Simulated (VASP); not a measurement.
# SnPt3 (Pm-3m) in VASP: further runs, part 2 of 2

VASP 6.6.1. The steps go on from the part before.

### Step 3. Electric field gradients, LDA

File INCAR:

```
PREC = Accurate
ENCUT = 520
EDIFF = 1E-8
ISMEAR = -1
SIGMA = 0.05
LREAL = F
LASPH = T
NELM = 60
ALGO = Normal
ISIF = 2
LWAVE = F
LCHARG = F
GGA = CA
LEFG = T
NBANDS = 30
```

File KPOINTS:

```
regular mesh
0
Gamma
  8 8 8
```

File POSCAR:

```
SnPt3
1.0
    4.0000000000      0.0000000000      0.0000000000
    0.0000000000      4.0000000000      0.0000000000
    0.0000000000      0.0000000000      4.0000000000
Sn Pt
1 3
Direct
    0.0000000000      0.0000000000      0.0000000000
    0.0000000000      0.5000000000      0.5000000000
    0.5000000000      0.0000000000      0.5000000000
    0.5000000000      0.5000000000      0.0000000000
```

Potentials or basis: VASP PAW LDA potentials, release 64 (Sn_d, Pt).

Started as:

```
$ cat potpaw_LDA.64/Sn_d/POTCAR potpaw_LDA.64/Pt/POTCAR > POTCAR
$ mpirun -np 1 vasp_std > vasp.out
```

OUTCAR:

```text
PREC = Accurate
   ENCUT = 520
   EDIFF = 1E-8
   ISMEAR = -1
   LREAL = F
   LASPH = T
   NELM = 60
   ISIF = 2
   GGA = CA

 ion  position               nearest neighbor table
   1  0.000  0.000  0.000-   2 2.83   3 2.83   4 2.83   2 2.83   3 2.83   2 2.83   4 2.83   2 2.83
                             3 2.83   4 2.83   3 2.83   4 2.83
   2  0.000  0.500  0.500-   1 2.83   3 2.83   4 2.83   1 2.83   4 2.83   1 2.83   3 2.83   1 2.83
                             3 2.83   4 2.83   4 2.83   3 2.83
   3  0.500  0.000  0.500-   1 2.83   2 2.83   4 2.83   1 2.83   4 2.83   2 2.83   4 2.83   4 2.83
                             1 2.83   2 2.83   1 2.83   2 2.83
   4  0.500  0.500  0.000-   1 2.83   2 2.83   3 2.83   2 2.83   3 2.83   1 2.83   3 2.83   3 2.83
                             1 2.83   2 2.83   2 2.83   1 2.83

  LATTYP: Found a simple cubic cell.
 ALAT       =     4.0000000000

  Lattice vectors:

 A1 = (   4.0000000000,   0.0000000000,   0.0000000000)
 A2 = (   0.0000000000,   4.0000000000,   0.0000000000)
 A3 = (   0.0000000000,   0.0000000000,   4.0000000000)

Analysis of symmetry for initial positions (statically):
=====================================================================
 Subroutine PRICEL returns:
 Original cell was already a primitive cell.

 Routine SETGRP: Setting up the symmetry group for a
 simple cubic supercell.

 Subroutine GETGRP returns: Found 48 space group operations
 (whereof 48 operations were pure point group operations)
[... 965 lines left out ...]
     30      21.8676      0.00000

 [... further k-points ...]

------------------------ aborting loop because EDIFF is reached ----------------------------------------

  FORCE on cell =-STRESS in cart. coord.  units (eV):
  Direction    XX          YY          ZZ          XY          YZ          ZX
  --------------------------------------------------------------------------------------
  -------------------------------------------------------------------------------------
  Total       -1.1474922     -1.1474922     -1.1474922     -0.0000000     -0.0000000      0.0000000
  in kB      -28.7263441    -28.7263441    -28.7263441     -0.0000000     -0.0000000      0.0000000
  external PRESSURE =     -28.7263441 kB  Pullay stress =       0.0000000 kB

 VOLUME and BASIS-vectors are now :
 -----------------------------------------------------------------------------
  energy-cutoff  :      520.00
  volume of cell :       64.00
      direct lattice vectors                 reciprocal lattice vectors
     4.000000000  0.000000000  0.000000000     0.250000000  0.000000000  0.000000000
     0.000000000  4.000000000  0.000000000     0.000000000  0.250000000  0.000000000
     0.000000000  0.000000000  4.000000000     0.000000000  0.000000000  0.250000000

 POSITION                                       TOTAL-FORCE (eV/Angst)
 -----------------------------------------------------------------------------------
      0.00000      0.00000      0.00000         0.000000      0.000000      0.000000
      0.00000      2.00000      2.00000         0.000000      0.000000      0.000000
      2.00000      0.00000      2.00000         0.000000      0.000000      0.000000
      2.00000      2.00000      0.00000         0.000000      0.000000      0.000000
 -----------------------------------------------------------------------------------
    total drift:                                0.000000      0.000000     -0.000000

  FREE ENERGIE OF THE ION-ELECTRON SYSTEM (eV)
  ---------------------------------------------------
  free  energy   TOTEN  =       -28.5821630174 eV

  energy  without entropy=      -28.5721409144  energy(sigma->0) =      -28.57715197

 Electric field gradients (V/A^2)
---------------------------------------------------------------------
 ion       V_xx      V_yy      V_zz      V_xy      V_xz      V_yz
---------------------------------------------------------------------
   1       0.000     0.000    -0.000    -0.000     0.000     0.000
   2    -145.331    72.666    72.666     0.000    -0.000     0.000
   3      72.666  -145.331    72.666    -0.000    -0.000    -0.000
   4      72.666    72.666  -145.331     0.000     0.000    -0.000
---------------------------------------------------------------------

 Electric field gradients after diagonalization (V/A^2)
 (convention: |V_zz| > |V_xx| > |V_yy|)
----------------------------------------------------------------------
 ion       V_xx      V_yy      V_zz     asymmetry (V_yy - V_xx)/ V_zz
----------------------------------------------------------------------
   1       0.000     0.000    -0.000       0.066
   2      72.666    72.666  -145.331       0.000
   3      72.666    72.666  -145.331       0.000
   4      72.666    72.666  -145.331       0.000
----------------------------------------------------------------------

           NMR quadrupolar parameters

 Cq : quadrupolar parameter    Cq=e*Q*V_zz/h
 eta: asymmetry parameters     (V_yy - V_xx)/ V_zz
 Q  : nuclear electric quadrupole moment in mb (millibarn)
----------------------------------------------------------------------
 ion       Cq(MHz)       eta       Q (mb)
----------------------------------------------------------------------
   1      -0.000       0.066       1.000
   2      -0.351       0.000       1.000
   3      -0.351       0.000       1.000
   4      -0.351       0.000       1.000
----------------------------------------------------------------------
```

OSZICAR:

```text
N       E                     dE             d eps       ncg     rms          rms(c)
DAV:   1     0.409748043862E+03    0.40975E+03   -0.21024E+04  2258   0.199E+03
DAV:   2     0.133095264226E+02   -0.39644E+03   -0.37417E+03  2210   0.526E+02
DAV:   3    -0.283430888523E+02   -0.41653E+02   -0.40035E+02  2352   0.131E+02
DAV:   4    -0.296255591052E+02   -0.12825E+01   -0.12777E+01  2402   0.235E+01
DAV:   5    -0.296600155133E+02   -0.34456E-01   -0.34453E-01  2698   0.408E+00    0.191E+01
DAV:   6    -0.287294628062E+02    0.93055E+00   -0.22150E+00  2346   0.972E+00    0.954E+00
DAV:   7    -0.285994467854E+02    0.13002E+00   -0.14804E-01  2820   0.415E+00    0.387E+00
DAV:   8    -0.285837608769E+02    0.15686E-01   -0.27519E-02  2760   0.113E+00    0.358E-01
DAV:   9    -0.285821589503E+02    0.16019E-02   -0.63109E-03  2686   0.888E-01    0.583E-02
DAV:  10    -0.285821642462E+02   -0.52959E-05   -0.17135E-04  2762   0.123E-01    0.193E-02
DAV:  11    -0.285821631527E+02    0.10934E-05   -0.98904E-06  2846   0.240E-02    0.454E-03
DAV:  12    -0.285821630171E+02    0.13566E-06   -0.72968E-07  2414   0.750E-03    0.169E-03
DAV:  13    -0.285821630174E+02   -0.35197E-09   -0.28449E-08  1918   0.194E-03
   1 F= -.28582163E+02 E0= -.28577152E+02  d E =-.100221E-01
```

Run time: 22 s. Hardware: 1 thread of Intel Xeon 6975P-C (Granite Rapids), shared host; peak memory 0.18 GiB.

Results:

| Quantity | Value |
| --- | --- |
| Free energy | -28.5822 eV |
| Pressure | -2.9 GPa |
| Band gap on the k mesh | zero (band 22 reaches 11.95 eV, above the bottom of band 23 at 11.49 eV) |

Electric field gradients, principal values (V/Å²):
| atom | least | middle | greatest (by size) |
| --- | --- | --- | --- |
| 1 Sn | 0.000 | 0.000 | 0.000 |
| 2 Pt | 72.666 | 72.666 | -145.331 |
| 3 Pt | 72.666 | 72.666 | -145.331 |
| 4 Pt | 72.666 | 72.666 | -145.331 |

Caveat: without QUAD_EFG the Cq values of the log hold for a quadrupole moment of 1 mb, not for the nuclei; spin-orbit coupling is left out, which moves the levels of the heavy elements.

### Step 4. Density of states, LDA

POSCAR is that of step 3.

File INCAR.step1:

```
SYSTEM = SnPt3
PREC = Accurate
ENCUT = 520
EDIFF = 1E-6
ISMEAR = -1
SIGMA = 0.05
LREAL = .FALSE.
LASPH = .TRUE.
NELM = 100
ALGO = Normal
ISIF = 2
LWAVE = .FALSE.
LCHARG = .TRUE.
LMAXMIX = 4
NBANDS = 30
```

File KPOINTS.step1:

```
regular mesh
0
G
  8 8 8
  0 0 0
```

File INCAR.step2:

```
SYSTEM = SnPt3
PREC = Accurate
ENCUT = 520
EDIFF = 1E-6
ISMEAR = -5
SIGMA = 0.05
LREAL = .FALSE.
LASPH = .TRUE.
NELM = 100
ALGO = Normal
ISIF = 2
LWAVE = .FALSE.
LCHARG = .FALSE.
LMAXMIX = 4
LORBIT = 11
NBANDS = 30
NEDOS = 2001
ICHARG = 11
```

File KPOINTS.step2:

```
regular mesh
0
G
  12 12 12
  0 0 0
```

Potentials or basis: VASP PAW LDA potentials, release 64 (Sn_d, Pt).

Started as:

```
$ cat potpaw_LDA.64/Sn_d/POTCAR potpaw_LDA.64/Pt/POTCAR > POTCAR
$ cp INCAR.step1 INCAR
$ cp KPOINTS.step1 KPOINTS
$ mpirun -np 1 vasp_std > vasp.out
$ cp INCAR.step2 INCAR
$ cp KPOINTS.step2 KPOINTS
$ mpirun -np 1 vasp_std > vasp.out
```

OUTCAR:

```text
SYSTEM = SnPt3
   PREC = Accurate
   ENCUT = 520
   EDIFF = 1E-6
   ISMEAR = -5
   LREAL = .FALSE.
   LASPH = .TRUE.
   NELM = 100
   ISIF = 2
   LORBIT = 11
   ICHARG = 11

 ion  position               nearest neighbor table
   1  0.000  0.000  0.000-   2 2.83   3 2.83   4 2.83   2 2.83   3 2.83   2 2.83   4 2.83   2 2.83
                             3 2.83   4 2.83   3 2.83   4 2.83
   2  0.000  0.500  0.500-   1 2.83   3 2.83   4 2.83   1 2.83   4 2.83   1 2.83   3 2.83   1 2.83
                             3 2.83   4 2.83   4 2.83   3 2.83
   3  0.500  0.000  0.500-   1 2.83   2 2.83   4 2.83   1 2.83   4 2.83   2 2.83   4 2.83   4 2.83
                             1 2.83   2 2.83   1 2.83   2 2.83
[... 1004 lines left out ...]
 -----------------------------------------------------------------------------
  energy-cutoff  :      520.00
  volume of cell :       64.00
      direct lattice vectors                 reciprocal lattice vectors
     4.000000000  0.000000000  0.000000000     0.250000000  0.000000000  0.000000000
     0.000000000  4.000000000  0.000000000     0.000000000  0.250000000  0.000000000
     0.000000000  0.000000000  4.000000000     0.000000000  0.000000000  0.250000000

 POSITION                                       TOTAL-FORCE (eV/Angst)
 -----------------------------------------------------------------------------------
      0.00000      0.00000      0.00000         0.000000      0.000000      0.000000
      0.00000      2.00000      2.00000         0.000000      0.000000      0.000000
      2.00000      0.00000      2.00000         0.000000      0.000000      0.000000
      2.00000      2.00000      0.00000         0.000000      0.000000      0.000000
 -----------------------------------------------------------------------------------
    total drift:                                0.000000      0.000000     -0.000000

  FREE ENERGIE OF THE ION-ELECTRON SYSTEM (eV)
  ---------------------------------------------------
  free  energy   TOTEN  =       -28.5771314467 eV

  energy  without entropy=      -28.5771314467  energy(sigma->0) =      -28.57713145

 total charge

# of ion       s       p       d       tot
------------------------------------------
    1        1.082   1.119  10.147  12.348
    2        0.613   0.567   8.190   9.369
    3        0.613   0.567   8.190   9.369
    4        0.613   0.567   8.190   9.369
--------------------------------------------------
tot          2.919   2.818  34.717  40.455
```

OSZICAR.step1:

```text
N       E                     dE             d eps       ncg     rms          rms(c)
DAV:   1     0.409748043862E+03    0.40975E+03   -0.21024E+04  2258   0.199E+03
DAV:   2     0.133095264226E+02   -0.39644E+03   -0.37417E+03  2210   0.526E+02
DAV:   3    -0.283430888523E+02   -0.41653E+02   -0.40035E+02  2352   0.131E+02
DAV:   4    -0.296255591052E+02   -0.12825E+01   -0.12777E+01  2402   0.235E+01
DAV:   5    -0.296600155133E+02   -0.34456E-01   -0.34453E-01  2698   0.408E+00    0.191E+01
DAV:   6    -0.287322827225E+02    0.92773E+00   -0.22095E+00  2346   0.972E+00    0.956E+00
DAV:   7    -0.285996755544E+02    0.13261E+00   -0.14944E-01  2822   0.415E+00    0.387E+00
DAV:   8    -0.285837532075E+02    0.15922E-01   -0.27020E-02  2776   0.112E+00    0.357E-01
DAV:   9    -0.285821592240E+02    0.15940E-02   -0.62680E-03  2698   0.886E-01    0.595E-02
DAV:  10    -0.285821643800E+02   -0.51559E-05   -0.17447E-04  2784   0.124E-01    0.192E-02
DAV:  11    -0.285821631614E+02    0.12186E-05   -0.10023E-05  2694   0.244E-02    0.504E-03
DAV:  12    -0.285821630123E+02    0.14904E-06   -0.75824E-07  1428   0.792E-03
   1 F= -.28582163E+02 E0= -.28577152E+02  d E =-.100222E-01
```

Run time: 51 s. Hardware: 1 thread of Intel Xeon 6975P-C (Granite Rapids), shared host; peak memory 0.25 GiB.

Results:

```yaml
Valence_electrons_inside_the_program's_atomic_spheres: Sn 12.35; Pt 9.37
```

Caveat: spin-orbit coupling is left out, which moves the levels of the heavy elements; tetrahedron occupations give inexact forces and stress in metals.
